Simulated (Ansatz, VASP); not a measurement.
## Pd in VASP and in Ansatz

File INCAR:

```
ALGO     = Normal         # electronic algorithm
EDIFF    = 1E-6           # SCF threshold, eV
ENCUT    = 520            # plane-wave cutoff, eV
GGA      = PE             # functional
ISIF     = 2              # what is computed and relaxed
ISMEAR   = -1             # smearing method
ISPIN    = 2              # spin polarisation
LASPH    = True           # aspherical terms in the spheres
LCHARG   = False          # write CHGCAR
LMAXMIX  = 4              # l up to which the mixer works
LORBIT   = 11             # projections on sites
LREAL    = False          # projectors in reciprocal space
LWAVE    = False          # write WAVECAR
MAGMOM   = 0.5            # initial moments
NBANDS   = 15             # bands
NELM     = 150            # most SCF steps
PREC     = Accurate       # precision mode
SIGMA    = 0.05           # smearing width, eV
```

Contents of KPOINTS:

```
k-points
0
Gamma
  23 23 23
```

File POSCAR:

```
Pd
1.0
   -1.6297982229      1.6297982229      1.6297982229
    1.6297982229     -1.6297982229      1.6297982229
    1.6297982229      1.6297982229     -1.6297982229
Pd
1
Direct
    0.0000000000      0.0000000000      0.0000000000
```

Input for Ansatz:

```yaml
crystal:
  lattice:
    - [-1.6297982229, 1.6297982229, 1.6297982229]
    - [1.6297982229, -1.6297982229, 1.6297982229]
    - [1.6297982229, 1.6297982229, -1.6297982229]
  atoms:
    - { symbol: Pd, position: [0.0, 0.0, 0.0], spin: 0.5 }
hamiltonian:
  xc: pbe
  pseudopotentials:
    kind: paw
    azcp:
      Pd: "pseudopotentials/Pd.paw.azcp"
basis:
  ecutwfc: 420
  fft_grid_basis: typed
kpoints:
  mp_grid: { grid: [23, 23, 23], shift: [0, 0, 0] }
magnetization:
  spin_polarized: true
scf:
  occupations: { method: fermi_dirac, width: 0.05 }
output:
  stress: true
```

Alike in both runs: task single point; functional PBE; k mesh 23 × 23 × 23; occupations fermi-dirac, width 0.05 eV; collinear spin.

```csv
,VASP,Ansatz
version,VASP 6.6.1,Ansatz 0.2.0
potentials or method,"VASP PAW PBE potentials, release 64 (Pd), cutoff 520 eV","plane waves (420 eV) with PAW, scalar-relativistic"
valence electrons in the cell,10,18
```

```csv
,VASP,Ansatz,Ansatz less VASP
pressure (GPa),-13.8,-13.6,+0.15
net moment per atom (μB),0.00,0.00,0.000
```

VASP's potentials hold 10 valence electrons a cell and Ansatz's 18, so a difference there can come from the potentials and not from the codes. Ansatz's warnings: seeded moment not kept.
